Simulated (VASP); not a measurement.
A run of VASP 6.6.1:

Contents of INCAR:

```
SYSTEM = TlCl
PREC = Accurate ; ENCUT = 500
EDIFF = 1E-6 ; ISMEAR = 0
SIGMA = 0.01 ; LREAL = .False.
LASPH = .True. ; NELM = 120
ALGO = Normal ; ISIF = 2
LWAVE = .False. ; LCHARG = .False.
GGA = PE ; NBANDS = 17
GGA_COMPAT = .False.
```

KPOINTS

```
Automatic mesh
0
Gamma
  4 4 4
  0 0 0
```

Contents of POSCAR:

```
TlCl
1.0
    3.7936346873      0.0000000000      0.0000000000
    0.0000000000      3.7936346873      0.0000000000
    0.0000000000      0.0000000000      3.7936346873
Tl Cl
1 1
Direct
    0.0000000000      0.0000000000      0.0000000000
    0.5000000000      0.5000000000      0.5000000000
```

Potentials or basis: VASP PAW PBE potentials, release 64 (Tl_d, Cl).

Launch:

```console
$ cat potpaw_PBE.64/Tl_d/POTCAR potpaw_PBE.64/Cl/POTCAR > POTCAR
$ mpirun -np 1 vasp_std > vasp.out
```

Hardware: 1 thread of Intel(R) Xeon(R) 6975P-C (Granite Rapids) (shared host).

Q: Estimate the wall time of this run.

A: It took 4.9 s on 1 thread of Intel(R) Xeon(R) 6975P-C (Granite Rapids), on a shared host, peak memory 0.15 GiB. Counts: scf iterations 12, k points 10.
